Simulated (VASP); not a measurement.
Wanted: the native input for a VASP 6.6.1 run.

| Item | Value |
| --- | --- |
| Task | single point |
| Functional | PBE |
| Potentials or basis | VASP PAW PBE potentials, release 64 (C, Cl, H) |
| Cutoff | 520 eV |
| k mesh | 1 × 1 × 1 |
| Occupations | fermi-dirac, width 0.05 eV |
| Spin | no spin polarisation |
| Dipole correction | no |
| Further INCAR settings | LREAL = Auto; ALGO = Normal; EDIFF = 1e-06; NBANDS = 82 |

The structure of H3CCl lies in POSCAR:

```
H3CCl
1.0
    9.0287150000      0.0000000000      0.0000000000
    0.0000000000      9.0287150000      0.0000000000
    0.0000000000      0.0000000000      9.0287150000
C Cl H
8 8 24
Direct
    0.3855593534      0.4395387107      0.3447846618
    0.9851297337      0.7250229925      0.6289457822
    0.0532183253      0.1983857892      0.6865615596
    0.5893674813      0.5041236015      0.7662374997
    0.3343742037      0.9402820097      0.9848479091
    0.9027258751      0.2783809390      0.2795660943
    0.5410210833      0.9159624675      0.5017245888
    0.8278474863      0.8127232970      0.0457312547
    0.5691777685      0.5170298294      0.3726613833
    1.0021959361      0.6365957292      0.4516330100
    0.1719524220      0.0998904459      0.5589616383
    0.5914237641      0.4856257508      0.9655679668
    0.2922089983      0.8447795559      1.1535131622
    1.0217707335      0.3612304113      0.1439305610
    0.6380768191      0.9853899829      0.6621463005
    0.8740291454      1.0006084927      0.0014072728
    0.3647986004      0.4373969401      0.2256944287
    0.3850009799      0.3281847912      0.3924533083
    0.3054461229      0.5115793514      0.4003709293
    1.0787844774      0.8006676811      0.6428223098
    0.8808590828      0.7867658094      0.6317741939
    0.9861094846      0.6389868533      0.7144969796
   -0.0574971044      0.1492197690      0.6804071303
    0.0981315280      0.1867043288      0.7985763510
    0.0515345531      0.3154324587      0.6528605033
    0.4887811925      0.4512543396      0.7241668932
    0.5904876136      0.6221946379      0.7381582953
    0.6879049386      0.4491620028      0.7213215040
    0.4107850931      1.0309139617      1.0094223538
    0.3861995316      0.8621491756      0.9081943245
    0.2308257708      0.9831075206      0.9388644069
    0.9208571058      0.1584874208      0.2781423983
    0.9316072092      0.3261310153      0.3870838918
    0.7878830255      0.3053514465      0.2512176274
    0.4582513005      0.9977591805      0.4682563767
    0.6218329066      0.8982711493      0.4132549373
    0.4874130898      0.8115203305      0.5322974529
    0.7152011539      0.7903285406      0.0075187417
    0.9072131404      0.7403766248     -0.0099191479
    0.8358990741      0.7978307652      0.1656424649
```

These files were run (other wordings do the same):

INCAR

```
SYSTEM = H3CCl
PREC     = Accurate       ! precision mode
ENCUT    = 520            ! plane-wave cutoff, eV
EDIFF    = 1E-6           ! SCF threshold, eV
ISMEAR   = -1             ! smearing method
SIGMA    = 0.05           ! smearing width, eV
LREAL    = Auto         
LASPH    = .True.         ! aspherical terms in the spheres
NELM     = 60             ! most SCF steps
ALGO     = Normal         ! electronic algorithm
ISIF     = 2              ! what is computed and relaxed
LWAVE    = .False.        ! write WAVECAR
LCHARG   = .False.        ! write CHGCAR
GGA      = PE             ! functional
NBANDS   = 82             ! bands
```

KPOINTS

```
regular mesh
0
Gamma
  1 1 1
  0 0 0
```

Potentials or basis: VASP PAW PBE potentials, release 64 (C, Cl, H).

Command:

```bash
$ cat potpaw_PBE.64/C/POTCAR potpaw_PBE.64/Cl/POTCAR potpaw_PBE.64/H/POTCAR > POTCAR
$ mpirun -np 1 vasp_gam > vasp.out
```

It gave:

- Pressure: -0.2 GPa
- Largest force: 0.368 eV/Å
- Band gap on the k mesh: 5.36 eV

Caveat: the k points lie up to 0.70 Å⁻¹ apart.

Wall time 95 s on 1 thread of AMD EPYC 7R13 Processor (Zen 3), on a shared host, peak memory 0.63 GiB.
